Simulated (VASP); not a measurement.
# InPd (Pmm2) in VASP: a series of runs

The runs below take InPd through single point, with PBEsol.

Everything below comes from runs of VASP 6.6.1. Logs are shortened: lines on timing, memory, paths and dates and some standing lists are left out, and cuts for length are marked.

### Step 1. The cell of the first run

Symmetry: Pmm2, No. 25, orthorhombic system. Conventional cell: a = 3.019 Å, b = 3.360 Å, c = 3.360 Å, α = 90.00°, β = 90.00°, γ = 90.00°. In (site symmetry mm2) has 8 Pd at 2.79 to 2.84 Å and 6 In at 3.02 to 3.36 Å within 3.7 Å. Pd (site symmetry mm2) has 8 In at 2.79 to 2.84 Å and 6 Pd at 3.02 to 3.36 Å within 3.7 Å.

### Step 2. Single point, PBEsol (atoms displaced along a vibrational mode, the cell strained)

File INCAR:

```
SYSTEM = InPd
PREC     = Accurate       ! precision mode
ENCUT    = 520            ! plane-wave cutoff, eV
EDIFF    = 1E-7           ! SCF threshold, eV
ISMEAR   = 0              ! smearing method
SIGMA    = 0.15           ! smearing width, eV
LREAL    = .FALSE.        ! projectors in reciprocal space
LASPH    = .TRUE.         ! aspherical terms in the spheres
NELM     = 100            ! most SCF steps
ALGO     = Fast           ! electronic algorithm
ISIF     = 2              ! what is computed and relaxed
LWAVE    = .FALSE.        ! write WAVECAR
LCHARG   = .FALSE.        ! write CHGCAR
GGA      = PS             ! functional
NBANDS   = 18             ! bands
```

File KPOINTS:

```
Automatic mesh
0
G
  14 14 14
  0 0 0
```

File POSCAR:

```
InPd
1.0
    3.3602606235      0.0000000000      0.0000000000
    0.0000000000      3.3602606235      0.0000000000
    0.0000000000      0.0000000000      3.0193646182
In Pd
1 1
Direct
   -0.0049674089      0.0000000000      0.0000000000
    0.5053594057      0.5000000000      0.5000000000
```

Potentials or basis: VASP PAW PBE potentials, release 64 (In_d, Pd).

Started as:

```
$ cat potpaw_PBE.64/In_d/POTCAR potpaw_PBE.64/Pd/POTCAR > POTCAR
$ mpirun -np 1 vasp_std > vasp.out
```

OUTCAR:

```text
SYSTEM = InPd
   PREC = Accurate
   ENCUT = 520
   EDIFF = 1E-7
   ISMEAR = 0
   LREAL = .FALSE.
   LASPH = .TRUE.
   NELM = 100
   ISIF = 2
   GGA = PS

 ion  position               nearest neighbor table
   1  0.995  0.000  0.000-   2 2.79   2 2.79   2 2.79   2 2.79   2 2.84   2 2.84   2 2.84   2 2.84

   2  0.505  0.500  0.500-   1 2.79   1 2.79   1 2.79   1 2.79   1 2.84   1 2.84   1 2.84   1 2.84

  LATTYP: Found a simple tetragonal cell.
 ALAT       =     3.3602606235
 C/A-ratio  =     0.8985507246

  Lattice vectors:

 A1 = (   3.3602606235,   0.0000000000,   0.0000000000)
 A2 = (   0.0000000000,   3.3602606235,   0.0000000000)
 A3 = (   0.0000000000,   0.0000000000,   3.0193646182)

Analysis of symmetry for initial positions (statically):
=====================================================================
 Subroutine PRICEL returns:
 Original cell was already a primitive cell.

 Routine SETGRP: Setting up the symmetry group for a
 simple tetragonal supercell.

 Subroutine GETGRP returns: Found  4 space group operations
 (whereof  4 operations were pure point group operations)
 out of a pool of 16 trial point group operations.

The static configuration has the point symmetry C_2v.

Analysis of symmetry for dynamics (positions and initial velocities):
=====================================================================
 Subroutine PRICEL returns:
 Original cell was already a primitive cell.

 Routine SETGRP: Setting up the symmetry group for a
 simple tetragonal supercell.

 Subroutine GETGRP returns: Found  4 space group operations
 (whereof  4 operations were pure point group operations)
 out of a pool of 16 trial point group operations.

The dynamic configuration has the point symmetry C_2v.

 Subroutine INISYM returns: Found  4 space group operations
 (whereof  4 operations are pure point group operations),
 and found     1 'primitive' translations

----------------------------------------------------------------------------------------

                                     Primitive cell

  volume of cell :      34.0927

  direct lattice vectors                    reciprocal lattice vectors
     3.360260623  0.000000000  0.000000000     0.297595964  0.000000000  0.000000000
     0.000000000  3.360260623  0.000000000     0.000000000  0.297595964  0.000000000
     0.000000000  0.000000000  3.019364618     0.000000000  0.000000000  0.331195508

  length of vectors
     3.360260623  3.360260623  3.019364618     0.297595964  0.297595964  0.331195508

  position of ions in fractional coordinates (direct lattice)
     0.995032591  0.000000000  0.000000000
     0.505359406  0.500000000  0.500000000

  ion indices of the primitive-cell ions
   primitive index   ion index
                 1           1
                 2           2

----------------------------------------------------------------------------------------

 KPOINTS: Automatic mesh

Automatic generation of k-mesh.
 Grid dimensions read from file:
 generate k-points for:   14   14   14

 Generating k-lattice:

  Cartesian coordinates                     Fractional coordinates (reciprocal lattice)
     0.021256855  0.000000000  0.000000000     0.071428571  0.000000000  0.000000000
     0.000000000  0.021256855  0.000000000     0.000000000  0.071428571  0.000000000
     0.000000000  0.000000000  0.023656822     0.000000000  0.000000000  0.071428571

  Length of vectors
     0.021256855  0.021256855  0.023656822

  Shift w.r.t. Gamma in fractional coordinates (k-lattice)
     0.000000000  0.000000000  0.000000000

 Subroutine IBZKPT returns following result:
 ===========================================

 Found    512 irreducible k-points:

 Following reciprocal coordinates:
            Coordinates               Weight
  0.000000  0.000000  0.000000      1.000000
  0.071429  0.000000  0.000000      2.000000
  0.000000  0.071429  0.000000      2.000000
  0.142857  0.000000  0.000000      2.000000
  0.000000  0.142857  0.000000      2.000000
  0.214286  0.000000  0.000000      2.000000
[... 16 lines left out ...]
  0.357143  0.071429  0.000000      4.000000
 -0.071429  0.357143  0.000000      4.000000
 [... further k-points ...]
   k-points           NKPTS =    512   k-points in BZ     NKDIM =    512   number of bands    NBANDS=     18
   number of dos      NEDOS =    301   number of ions     NIONS =      2
   total plane-waves  NPLWV =  18816
   dimension x,y,z NGX =    28 NGY =   28 NGZ =   24
   dimension x,y,z NGXF=    56 NGYF=   56 NGZF=   48
   ions per type =               1   1
   NGX,Y,Z   is equivalent  to a cutoff of  13.85, 13.85, 13.21 a.u.
   NGXF,Y,Z  is equivalent  to a cutoff of  27.71, 27.71, 26.43 a.u.
 SYSTEM =  InPd
   PREC   = accura    normal or accurate (medium, high low for compatibility)
   ISTART =      0    job   : 0-new  1-cont  2-samecut
   ICHARG =      2    charge: 1-file 2-atom 10-const
   ISPIN  =      1    spin polarized calculation?
   LNONCOLLINEAR =      F non collinear calculations
   LSORBIT =      F    spin-orbit coupling
   LASPH  =      T    aspherical Exc in radial PAW
   ENCUT  =  520.0 eV  38.22 Ry    6.18 a.u.   6.25  6.25  5.61*2*pi/ulx,y,z
   NELM   =    100;   NELMIN=  2; NELMDL= -5     # of ELM steps
   EDIFF  = 0.1E-06   stopping-criterion for ELM
   LREAL  =      F    real-space projection
   EDIFFG = 0.1E-05   stopping-criterion for IOM
   NSW    =      0    number of steps for IOM
   IBRION =     -1    ionic relax: 0-MD 1-quasi-New 2-CG
   NFREE  =      0    steps in history (QN), initial steepest desc. (CG)
   ISIF   =      2    stress and relaxation
   ISYM   =      2    0-nonsym 1-usesym 2-fastsym
   POTIM  = 0.5000    time-step for ionic-motion
   TEBEG  =    0.0;   TEEND  =   0.0 temperature during run
   PSTRESS=    0.0 pullay stress
   NELECT =      23.0000    total number of electrons
   NUPDOWN=      -1.0000    fix difference up-down
   EMIN   =  10.00;   EMAX   =-10.00  energy-range for DOS
   EFERMI =   0.00;   METHOD = LEGACY
   ISMEAR =     0;   SIGMA  =   0.15  broadening in eV -4-tet -1-fermi 0-gaus
   EFERMI_NEDOS =   21; number of points for ismear=-14 and -15
   IALGO  =     68    algorithm
   IMIX   =      4    mixing-type and parameters
     AMIX     =   0.40;   BMIX     =  1.00
     AMIX_MAG =   1.60;   BMIX_MAG =  1.00
  volume/ion in A,a.u.               =      17.05       115.03
  Fermi-wavevector in a.u.,A,eV,Ry     =   1.435810  2.713287 28.049092  2.061550
  Thomas-Fermi vector in A             =   2.555067
   LORBIT       =      0    0 simple, 1 ext, 2 COOP (PROOUT), +10 PAW based schemes
   GGA     = PS    functional components
   LHFCALC =     F    Hartree Fock is set to
   AEXX    =    0.0000 exact exchange contribution
   IVDW    =     0    specifies the selected vdW correction
   LEPSILON=     F    determine dielectric tensor
   LRPA    =     F    only Hartree local field effects (RPA)
 non-spin polarized calculation
 RMM-DIIS sequential band-by-band and
 Gauss-broadening in eV      SIGMA  =   0.15
  energy-cutoff  :      520.00
  volume of cell :       34.09
 maximum number of plane-waves:       943
 NGX is ok and might be reduce to    28
   NGX = 13   NGY = 13   NGZ = 11

 number of electron      22.9999999 magnetization

 Free energy of the ion-electron system (eV)
  ---------------------------------------------------
  ext. energy  EPLUGINS =         0.00000000
  ---------------------------------------------------
  free energy    TOTEN  =        -9.97060346 eV

  energy without entropy =       -9.96322297  energy(sigma->0) =       -9.96691322

 E-fermi :  10.8009     XC(G=0): -12.5556

 val. band max:       10.7929915034   @ k =   0.2143   0.2143   0.4286
 cond. band min:      10.8079427429   @ k =   0.4286   0.4286   0.2143
 fundamental gap:      0.0149512395
 Fermi energy:        10.8008661104

 k-point     1 :       0.0000    0.0000    0.0000
  band No.  band energies     occupation
      1      -4.3497      2.00000
      2      -4.1401      2.00000
      3      -3.8174      2.00000
      4      -3.7255      2.00000
      5      -3.7253      2.00000
      6       0.3907      2.00000
[... 10 lines left out ...]
     17      23.3275      0.00000
     18      26.0446      0.00000

 k-point     2 :       0.0714    0.0000    0.0000
  band No.  band energies     occupation
      1      -4.3451      2.00000
      2      -4.1275      2.00000
      3      -3.8209      2.00000
      4      -3.7288      2.00000
      5      -3.7242      2.00000
      6       0.4683      2.00000
[... 10 lines left out ...]
     17      23.2774      0.00000
     18      25.9547      0.00000

 k-point     3 :       0.0000    0.0714    0.0000
  band No.  band energies     occupation
      1      -4.3451      2.00000
      2      -4.1275      2.00000
      3      -3.8209      2.00000
      4      -3.7291      2.00000
      5      -3.7240      2.00000
      6       0.4683      2.00000
[... 10 lines left out ...]
     17      23.2775      0.00000
     18      25.9683      0.00000

 k-point     4 :       0.1429    0.0000    0.0000
  band No.  band energies     occupation
      1      -4.3333      2.00000
      2      -4.0913      2.00000
      3      -3.8308      2.00000
      4      -3.7388      2.00000
      5      -3.7207      2.00000
      6       0.7007      2.00000
[... 375 lines left out ...]
      4      -3.7701      2.00000
      5      -3.7144      2.00000
      6       1.6872      2.00000
[... 10 lines left out ...]
     17      23.4635      0.00000
     18      25.6074      0.00000

 k-point    23 :       0.3571    0.0714    0.0000
  band No.  band energies     occupation
      1      -4.2843      2.00000
      2      -3.9091      2.00000
      3      -3.8854      2.00000
      4      -3.7843      2.00000
      5      -3.7103      2.00000
      6       2.3442      2.00000
[... 10 lines left out ...]
     17      23.1232      0.00000
     18      25.6448      0.00000

 k-point    24 :      -0.0714    0.3571    0.0000
  band No.  band energies     occupation
      1      -4.2843      2.00000
      2      -3.9089      2.00000
      3      -3.8855      2.00000
      4      -3.7845      2.00000
      5      -3.7102      2.00000
      6       2.3447      2.00000
[... 10 lines left out ...]
     17      23.1271      0.00000
     18      25.0427      0.00000

 [... further k-points ...]

------------------------ aborting loop because EDIFF is reached ----------------------------------------

  FORCE on cell =-STRESS in cart. coord.  units (eV):
  Direction    XX          YY          ZZ          XY          YZ          ZX
  --------------------------------------------------------------------------------------
  -------------------------------------------------------------------------------------
  Total       -0.1053878     -0.0937049      0.9033010      0.0000000      0.0000000      0.0000000
  in kB       -4.9526683     -4.4036346     42.4503791      0.0000000      0.0000000      0.0000000
  external PRESSURE =      11.0313588 kB  Pullay stress =       0.0000000 kB

 VOLUME and BASIS-vectors are now :
 -----------------------------------------------------------------------------
  energy-cutoff  :      520.00
  volume of cell :       34.09
      direct lattice vectors                 reciprocal lattice vectors
     3.360260623  0.000000000  0.000000000     0.297595964  0.000000000  0.000000000
     0.000000000  3.360260623  0.000000000     0.000000000  0.297595964  0.000000000
     0.000000000  0.000000000  3.019364618     0.000000000  0.000000000  0.331195508

 POSITION                                       TOTAL-FORCE (eV/Angst)
 -----------------------------------------------------------------------------------
      3.34357      0.00000      0.00000         0.160726      0.000000      0.000000
      1.69814      1.68013      1.50968        -0.160726      0.000000      0.000000
 -----------------------------------------------------------------------------------
    total drift:                               -0.000076      0.000000     -0.000002

  FREE ENERGIE OF THE ION-ELECTRON SYSTEM (eV)
  ---------------------------------------------------
  free  energy   TOTEN  =        -9.9706034603 eV

  energy  without entropy=       -9.9632229717  energy(sigma->0) =       -9.96691322
```

Wall time 2.9 min (1 thread of Intel Xeon 6975P-C (Granite Rapids), shared host); peak memory 0.42 GiB.

Results:

```
Free energy            : -9.9706 eV
Pressure               : 1.1 GPa
Largest force          : 0.161 eV/Å
Band gap on the k mesh : zero (an odd number of electrons rules out a gap without spin polarisation)
```

Forces on the atoms (eV/Å):
```
In   0.161  0.000  0.000
Pd  -0.161  0.000  0.000
```

Stress tensor (GPa, compression positive):
```
-0.50  0.00  0.00
 0.00 -0.44  0.00
 0.00  0.00  4.25
```

Caveat: the cell differs from its parent crystal (atoms displaced along a vibrational mode, the cell strained); the PAW data sets were made with another functional, which shifts forces and pressure a little; spin-orbit coupling is left out, which moves the levels of the heavy elements.

[end of part 1 of 2]
